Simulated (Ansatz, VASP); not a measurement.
Co: VASP beside Ansatz

```
CELL_PARAMETERS angstrom
2.49539 0.00000 0.00000
-1.24770 2.16107 0.00000
0.00000 0.00000 4.03175
ATOMIC_POSITIONS crystal
Co 0.33333 0.66667 0.25000
Co 0.66667 0.33333 0.75000
```

Alike in both runs: functional PBE; k mesh 17 × 17 × 9; occupations fermi-dirac, width 0.05 eV; collinear spin.

Ansatz relaxed the structure, and its values are those at the end. VASP's run is a single point on that final structure, the one shown.

|  | VASP | Ansatz |
| --- | --- | --- |
| version | VASP 6.6.1 | Ansatz 0.2.0 |
| potentials or method | VASP PAW PBE potentials, release 64 (Co) | PAW with Ansatz's default frozen-core files, scalar-relativistic |
| plane-wave cutoff (eV) | 520 | 420 |
| valence electrons in the cell | 18 | 34 |

```tsv
	VASP	Ansatz	Ansatz less VASP
pressure (GPa)	-0.8	0.0	+0.73
net moment per atom (μB)	1.62	1.62	+0.006
size of the moment on the site where the two differ most (μB)	1.64	1.70	+0.063
```

Site moments also hang on the region over which each program counts them. VASP's potentials hold 18 valence electrons a cell and Ansatz's 34, so a difference there can come from the potentials and not from the codes.
